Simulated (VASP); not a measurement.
Write the native input for VASP 6.6.1 that does the following.

```yaml
Task: single point
Functional: r2SCAN
Potentials_or_basis: VASP PAW PBE potentials, release 64 (Sn_d, O)
Cutoff: 520 eV
k_mesh: 6 × 6 × 8
Occupations: methfessel-paxton, width 0.0802 eV
Spin: no spin polarisation
Dipole_correction: no
Further_INCAR_settings: ALGO = Normal; EDIFF = 1e-06; NBANDS = 35
```

The system is SnO2.

```
Sn O
1.0
     4.76007    0.00000    0.00000
     0.00000    4.76007    0.00000
     0.00000    0.00000    3.20070
Sn O
2 4
Cartesian
  0.0000 0.0000 0.0000
  2.3800 2.3800 1.6004
  1.4562 1.4562 0.0000
  0.9238 3.8362 1.6004
  3.3039 3.3039 0.0000
  3.8362 0.9238 1.6004
```

The input as run:

POSCAR

```
SnO2
1.0
    4.7600701574      0.0000000000      0.0000000000
    0.0000000000      4.7600701574      0.0000000000
    0.0000000000      0.0000000000      3.2007026806
Sn O
2 4
Direct
    0.0000000000      0.0000000000      0.0000000000
    0.5000000000      0.5000000000      0.5000000000
    0.3059188898      0.3059188898      0.0000000000
    0.1940811102      0.8059188898      0.5000000000
    0.6940811102      0.6940811102      0.0000000000
    0.8059188898      0.1940811102      0.5000000000
```

INCAR.step1

```
SYSTEM = SnO2
PREC = Accurate ; ENCUT = 520
ISMEAR = 1 ; SIGMA = 0.0802
LREAL = .FALSE. ; LASPH = .TRUE.
NELM = 60 ; NBANDS = 35
GGA = PE ; ALGO = Normal
EDIFF = 1E-4 ; LWAVE = .TRUE.
LCHARG = .FALSE.
```

INCAR.step2

```
SYSTEM = SnO2
PREC = Accurate ; ENCUT = 520
EDIFF = 1E-6 ; ISMEAR = 1
SIGMA = 0.0802 ; LREAL = .FALSE.
LASPH = .TRUE. ; NELM = 60
ALGO = Normal ; ISIF = 2
LWAVE = .FALSE. ; LCHARG = .FALSE.
METAGGA = R2SCAN ; LMIXTAU = .TRUE.
NBANDS = 35 ; ISTART = 1
```

KPOINTS

```
regular mesh
0
G
  6 6 8
  0 0 0
```

Potentials or basis: VASP PAW PBE potentials, release 64 (Sn_d, O).

Run with:

```console
$ cat potpaw_PBE.64/Sn_d/POTCAR potpaw_PBE.64/O/POTCAR > POTCAR
$ cp INCAR.step1 INCAR
$ mpirun -np 1 vasp_std > vasp.out
$ cp INCAR.step2 INCAR
$ mpirun -np 1 vasp_std > vasp.out
```

Results of the run:

| Quantity | Value |
| --- | --- |
| Pressure | 1.1 GPa |
| Largest force | 0.029 eV/Å |
| Band gap on the k mesh | 1.79 eV |

Caveat: the PAW data sets were made with another functional, which shifts forces and pressure a little; spin-orbit coupling is left out, which moves the levels of the heavy elements.

Run time: 3.3 min on 1 thread of Intel(R) Xeon(R) Platinum 8488C (Sapphire Rapids), on a shared host, peak memory 0.24 GiB.
